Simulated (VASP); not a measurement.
# SiC (P6_3mc) in VASP: single point with r2SCAN

Aim: the single point of SiC with r2SCAN.

All numbers are computed with VASP 6.6.1; they aren't measurements. Logs are shortened: lines on timing, memory, paths and dates and some standing lists are left out, and cuts for length are marked.

## Step 1: The cell of the first run

It takes space group P6_3mc (No. 186, hexagonal). The conventional cell has a = 3.079 Å, b = 3.079 Å, c = 15.108 Å, α = 90.00°, β = 90.00°, γ = 120.00°. Within 2.5 Å of Si (site symmetry 3m) lie 4 C at 1.88 to 1.89 Å. Si (site symmetry 3m) has 4 C at 1.88 to 1.89 Å within 2.5 Å. Within 2.5 Å of Si (site symmetry 3m) lie 4 C at 1.89 Å. Within 2.5 Å of C (site symmetry 3m) lie 4 Si at 1.88 to 1.89 Å. Within 2.5 Å of C (site symmetry 3m) lie 4 Si at 1.88 to 1.89 Å. C (site symmetry 3m) has 4 Si at 1.89 Å within 2.5 Å.

## Step 2: Single point, r2SCAN

Input file POSCAR:

```
SiC
1.0
    3.0786732247      0.0000000029      0.0000000000
   -1.5393366149      2.6662092211      0.0000000000
    0.0000000000      0.0000000000     15.1078666512
Si C
6 6
Direct
    0.3333333333      0.6666666667      0.8329852579
    0.6666666667      0.3333333333      0.3329852579
    0.6666666667      0.3333333333      0.6665012128
    0.3333333333      0.6666666667      0.1665012128
    0.0000000000      0.0000000000      0.4997223642
    0.0000000000      0.0000000000      0.9997223642
    0.0000000000      0.0000000000      0.8743670375
    0.0000000000      0.0000000000      0.3743670375
    0.3333333333      0.6666666667      0.7079966921
    0.6666666667      0.3333333333      0.2079966921
    0.6666666667      0.3333333333      0.5415284356
    0.3333333333      0.6666666667      0.0415284356
```

Input file INCAR.step1:

```
SYSTEM = SiC
PREC = Accurate ; ENCUT = 520
ISMEAR = 0 ; SIGMA = 0.02
LREAL = .FALSE. ; LASPH = .TRUE.
NELM = 80 ; NBANDS = 36
GGA = PE ; ALGO = Normal
EDIFF = 1E-4 ; LWAVE = .TRUE.
LCHARG = .FALSE.
```

Input file INCAR.step2:

```
SYSTEM = SiC
PREC = Accurate ; ENCUT = 520
EDIFF = 1E-7 ; ISMEAR = 0
SIGMA = 0.02 ; LREAL = .FALSE.
LASPH = .TRUE. ; NELM = 80
ALGO = Normal ; ISIF = 2
LWAVE = .FALSE. ; LCHARG = .FALSE.
METAGGA = R2SCAN ; LMIXTAU = .TRUE.
NBANDS = 36 ; ISTART = 1
```

Input file KPOINTS:

```
regular mesh
0
G
  12 12 2
  0 0 0
```

Potentials or basis: VASP PAW PBE potentials, release 64 (Si, C).

On the command line:

```
cat potpaw_PBE.64/Si/POTCAR potpaw_PBE.64/C/POTCAR > POTCAR
cp INCAR.step1 INCAR
mpirun -np 1 vasp_std > vasp.out
cp INCAR.step2 INCAR
mpirun -np 1 vasp_std > vasp.out
```

OUTCAR:

```text
SYSTEM = SiC
   PREC = Accurate
   ENCUT = 520
   EDIFF = 1E-7
   ISMEAR = 0
   LREAL = .FALSE.
   LASPH = .TRUE.
   NELM = 80
   ISIF = 2
   METAGGA = R2SCAN
   ISTART = 1

 ion  position               nearest neighbor table
   1  0.333  0.667  0.833-   7 1.88   7 1.88   7 1.88   9 1.89   3 3.08   3 3.08   3 3.08   6 3.08
                             6 3.08   6 3.08
   2  0.667  0.333  0.333-   8 1.88   8 1.88   8 1.88  10 1.89   4 3.08   4 3.08   4 3.08   5 3.08
                             5 3.08   5 3.08
   3  0.667  0.333  0.667-   9 1.88   9 1.88   9 1.88  11 1.89   1 3.08   1 3.08   1 3.08   5 3.08
                             5 3.08   5 3.08
   4  0.333  0.667  0.167-  10 1.88  10 1.88  10 1.88  12 1.89   2 3.08   2 3.08   2 3.08   6 3.08
                             6 3.08   6 3.08
   5  0.000  0.000  0.500-  11 1.89  11 1.89  11 1.89   8 1.89   2 3.08   2 3.08   2 3.08   3 3.08
                             3 3.08   3 3.08
   6  0.000  0.000  1.000-  12 1.89  12 1.89  12 1.89   7 1.89   1 3.08   1 3.08   1 3.08   4 3.08
                             4 3.08   4 3.08
   7  0.000  0.000  0.874-   1 1.88   1 1.88   1 1.88   6 1.89
   8  0.000  0.000  0.374-   2 1.88   2 1.88   2 1.88   5 1.89
   9  0.333  0.667  0.708-   3 1.88   3 1.88   3 1.88   1 1.89
  10  0.667  0.333  0.208-   4 1.88   4 1.88   4 1.88   2 1.89
  11  0.667  0.333  0.542-   5 1.89   5 1.89   5 1.89   3 1.89
  12  0.333  0.667  0.042-   6 1.89   6 1.89   6 1.89   4 1.89

  LATTYP: Found a hexagonal cell.
 ALAT       =     3.0786732247
 C/A-ratio  =     4.9072654187

  Lattice vectors:

 A1 = (   3.0786732247,   0.0000000029,   0.0000000000)
 A2 = (  -1.5393366149,   2.6662092211,   0.0000000000)
 A3 = (   0.0000000000,   0.0000000000,  15.1078666512)

Analysis of symmetry for initial positions (statically):
=====================================================================
 Subroutine PRICEL returns:
 Original cell was already a primitive cell.

 Routine SETGRP: Setting up the symmetry group for a
 hexagonal supercell.

 Subroutine GETGRP returns: Found 12 space group operations
 (whereof  6 operations were pure point group operations)
 out of a pool of 24 trial point group operations.

The static configuration has the point symmetry C_3v.
 The point group associated with its full space group is C_6v.

Analysis of symmetry for dynamics (positions and initial velocities):
=====================================================================
 Subroutine PRICEL returns:
 Original cell was already a primitive cell.

 Routine SETGRP: Setting up the symmetry group for a
 hexagonal supercell.

 Subroutine GETGRP returns: Found 12 space group operations
 (whereof  6 operations were pure point group operations)
 out of a pool of 24 trial point group operations.

The dynamic configuration has the point symmetry C_3v.
 The point group associated with its full space group is C_6v.

 Subroutine INISYM returns: Found 12 space group operations
 (whereof  6 operations are pure point group operations),
 and found     1 'primitive' translations

----------------------------------------------------------------------------------------

                                     Primitive cell

  volume of cell :     124.0112

  direct lattice vectors                    reciprocal lattice vectors
     3.078673225  0.000000003  0.000000000     0.324815246  0.187532170  0.000000000
    -1.539336615  2.666209221  0.000000000    -0.000000000  0.375064339  0.000000000
     0.000000000  0.000000000 15.107866651     0.000000000  0.000000000  0.066190682

  length of vectors
     3.078673225  3.078673225 15.107866651     0.375064339  0.375064339  0.066190682

  position of ions in fractional coordinates (direct lattice)
     0.333333333  0.666666667  0.832985258
     0.666666667  0.333333333  0.332985258
     0.666666667  0.333333333  0.666501213
     0.333333333  0.666666667  0.166501213
     0.000000000  0.000000000  0.499722364
     0.000000000  0.000000000  0.999722364
     0.000000000  0.000000000  0.874367038
     0.000000000  0.000000000  0.374367038
     0.333333333  0.666666667  0.707996692
     0.666666667  0.333333333  0.207996692
     0.666666667  0.333333333  0.541528436
     0.333333333  0.666666667  0.041528436

  ion indices of the primitive-cell ions
   primitive index   ion index
                 1           1
                 2           2
                 3           3
                 4           4
                 5           5
                 6           6
                 7           7
                 8           8
                 9           9
                10          10
                11          11
                12          12

----------------------------------------------------------------------------------------

 KPOINTS: regular mesh

Automatic generation of k-mesh.
 Grid dimensions read from file:
 generate k-points for:   12   12    2

 Generating k-lattice:

  Cartesian coordinates                     Fractional coordinates (reciprocal lattice)
     0.027067937  0.015627681  0.000000000     0.083333333 -0.000000000  0.000000000
    -0.000000000  0.031255362  0.000000000     0.000000000  0.083333333  0.000000000
     0.000000000  0.000000000  0.033095341     0.000000000  0.000000000  0.500000000

  Length of vectors
     0.031255362  0.031255362  0.033095341

  Shift w.r.t. Gamma in fractional coordinates (k-lattice)
     0.000000000  0.000000000  0.000000000

 Subroutine IBZKPT returns following result:
 ===========================================

 Found     38 irreducible k-points:

 Following reciprocal coordinates:
            Coordinates               Weight
  0.000000  0.000000  0.000000      1.000000
  0.083333 -0.000000  0.000000      6.000000
  0.166667  0.000000  0.000000      6.000000
  0.250000  0.000000  0.000000      6.000000
  0.333333  0.000000  0.000000      6.000000
  0.416667  0.000000  0.000000      6.000000
[... 16 lines left out ...]
  0.250000  0.000000  0.500000      6.000000
  0.333333  0.000000  0.500000      6.000000
 [... further k-points ...]
   k-points           NKPTS =     38   k-points in BZ     NKDIM =     38   number of bands    NBANDS=     36
   number of dos      NEDOS =    301   number of ions     NIONS =     12
   total plane-waves  NPLWV =  64512
   dimension x,y,z NGX =    24 NGY =   24 NGZ =  112
   dimension x,y,z NGXF=    48 NGYF=   48 NGZF=  224
   ions per type =               6   6
   NGX,Y,Z   is equivalent  to a cutoff of  12.96, 12.96, 12.32 a.u.
   NGXF,Y,Z  is equivalent  to a cutoff of  25.92, 25.92, 24.65 a.u.
 SYSTEM =  SiC
   PREC   = accura    normal or accurate (medium, high low for compatibility)
   ISTART =      1    job   : 0-new  1-cont  2-samecut
   ICHARG =      0    charge: 1-file 2-atom 10-const
   ISPIN  =      1    spin polarized calculation?
   LNONCOLLINEAR =      F non collinear calculations
   LSORBIT =      F    spin-orbit coupling
   LASPH  =      T    aspherical Exc in radial PAW
   ENCUT  =  520.0 eV  38.22 Ry    6.18 a.u.   5.72  5.72 28.09*2*pi/ulx,y,z
   NELM   =     80;   NELMIN=  2; NELMDL=  0     # of ELM steps
   EDIFF  = 0.1E-06   stopping-criterion for ELM
   LREAL  =      F    real-space projection
   EDIFFG = 0.1E-05   stopping-criterion for IOM
   NSW    =      0    number of steps for IOM
   IBRION =     -1    ionic relax: 0-MD 1-quasi-New 2-CG
   NFREE  =      0    steps in history (QN), initial steepest desc. (CG)
   ISIF   =      2    stress and relaxation
   ISYM   =      2    0-nonsym 1-usesym 2-fastsym
   POTIM  = 0.5000    time-step for ionic-motion
   TEBEG  =    0.0;   TEEND  =   0.0 temperature during run
   PSTRESS=    0.0 pullay stress
   NELECT =      48.0000    total number of electrons
   NUPDOWN=      -1.0000    fix difference up-down
   EMIN   =  10.00;   EMAX   =-10.00  energy-range for DOS
   EFERMI =   0.00;   METHOD = LEGACY
   ISMEAR =     0;   SIGMA  =   0.02  broadening in eV -4-tet -1-fermi 0-gaus
   EFERMI_NEDOS =   21; number of points for ismear=-14 and -15
   IALGO  =     38    algorithm
   IMIX   =      4    mixing-type and parameters
     AMIX     =   0.40;   BMIX     =  1.00
     AMIX_MAG =   1.60;   BMIX_MAG =  1.00
  volume/ion in A,a.u.               =      10.33        69.74
  Fermi-wavevector in a.u.,A,eV,Ry     =   1.193076  2.254587 19.366959  1.423431
  Thomas-Fermi vector in A             =   2.329099
   LORBIT       =      0    0 simple, 1 ext, 2 COOP (PROOUT), +10 PAW based schemes
   METAGGA = R2SCAN    functional components
   LHFCALC =     F    Hartree Fock is set to
   AEXX    =    0.0000 exact exchange contribution
   IVDW    =     0    specifies the selected vdW correction
   LEPSILON=     F    determine dielectric tensor
   LRPA    =     F    only Hartree local field effects (RPA)
 non-spin polarized calculation
 Gauss-broadening in eV      SIGMA  =   0.02
  energy-cutoff  :      520.00
  volume of cell :      124.01
 maximum number of plane-waves:      3358
 NGX is ok and might be reduce to    24
   NGX = 11   NGY = 11   NGZ = 57

 number of electron      47.9999998 magnetization

 Free energy of the ion-electron system (eV)
  ---------------------------------------------------
  ext. energy  EPLUGINS =         0.00000000
  ---------------------------------------------------
  free energy    TOTEN  =      -115.96442240 eV

  energy without entropy =     -115.96442240  energy(sigma->0) =     -115.96442240

 E-fermi :   8.1476     XC(G=0): -11.9373

 val. band max:        8.0433133791   @ k =   0.0000   0.0000   0.0000
 cond. band min:      10.4417330296   @ k =   0.5000   0.0000   0.0000
 fundamental gap:      2.3984196505
 Fermi energy:         8.1476061648

 k-point     1 :       0.0000    0.0000    0.0000
  band No.  band energies     occupation
      1      -8.2007      2.00000
      2      -7.6600      2.00000
      3      -7.6236      2.00000
      4      -6.0859      2.00000
      5      -6.0548      2.00000
      6      -4.5715      2.00000
[... 925 lines left out ...]
     35      16.5212      0.00000
     36      16.5212      0.00000

 [... further k-points ...]

------------------------ aborting loop because EDIFF is reached ----------------------------------------

  FORCE on cell =-STRESS in cart. coord.  units (eV):
  Direction    XX          YY          ZZ          XY          YZ          ZX
  --------------------------------------------------------------------------------------
  -------------------------------------------------------------------------------------
  Total       -0.1787136     -0.1787136     -0.1759853      0.0000000      0.0000000      0.0000000
  in kB       -2.3089107     -2.3089107     -2.2736631      0.0000000      0.0000000      0.0000000
  external PRESSURE =      -2.2971615 kB  Pullay stress =       0.0000000 kB

 VOLUME and BASIS-vectors are now :
 -----------------------------------------------------------------------------
  energy-cutoff  :      520.00
  volume of cell :      124.01
      direct lattice vectors                 reciprocal lattice vectors
     3.078673225  0.000000003  0.000000000     0.324815246  0.187532170  0.000000000
    -1.539336615  2.666209221  0.000000000    -0.000000000  0.375064339  0.000000000
     0.000000000  0.000000000 15.107866651     0.000000000  0.000000000  0.066190682

 POSITION                                       TOTAL-FORCE (eV/Angst)
 -----------------------------------------------------------------------------------
     -0.00000      1.77747     12.58463        -0.000000      0.000000     -0.000561
      1.53934      0.88874      5.03070         0.000000     -0.000000     -0.000561
      1.53934      0.88874     10.06941        -0.000000     -0.000000     -0.000685
     -0.00000      1.77747      2.51548        -0.000000      0.000000     -0.000685
      0.00000      0.00000      7.54974        -0.000000     -0.000000      0.000670
      0.00000      0.00000     15.10367         0.000000      0.000000      0.000670
      0.00000      0.00000     13.20982         0.000000     -0.000000      0.000036
      0.00000      0.00000      5.65589         0.000000      0.000000      0.000036
     -0.00000      1.77747     10.69632         0.000000     -0.000000      0.000324
      1.53934      0.88874      3.14239         0.000000      0.000000      0.000324
      1.53934      0.88874      8.18134        -0.000000      0.000000      0.000216
     -0.00000      1.77747      0.62741         0.000000     -0.000000      0.000216
 -----------------------------------------------------------------------------------
    total drift:                               -0.000000     -0.000000      0.000323

  FREE ENERGIE OF THE ION-ELECTRON SYSTEM (eV)
  ---------------------------------------------------
  free  energy   TOTEN  =      -115.9644223984 eV

  energy  without entropy=     -115.9644223984  energy(sigma->0) =     -115.96442240
```

It took 8.2 min on 1 thread of Intel Xeon Platinum 8375C at 2.90GHz (Ice Lake), shared host; peak memory 0.31 GiB.

Results:

* Free energy: -115.9644 eV
* Pressure: -0.2 GPa
* Band gap on the k mesh: 2.40 eV (least direct gap 3.56 eV)

Caveat: the PAW data sets were made with another functional, which shifts forces and pressure a little.
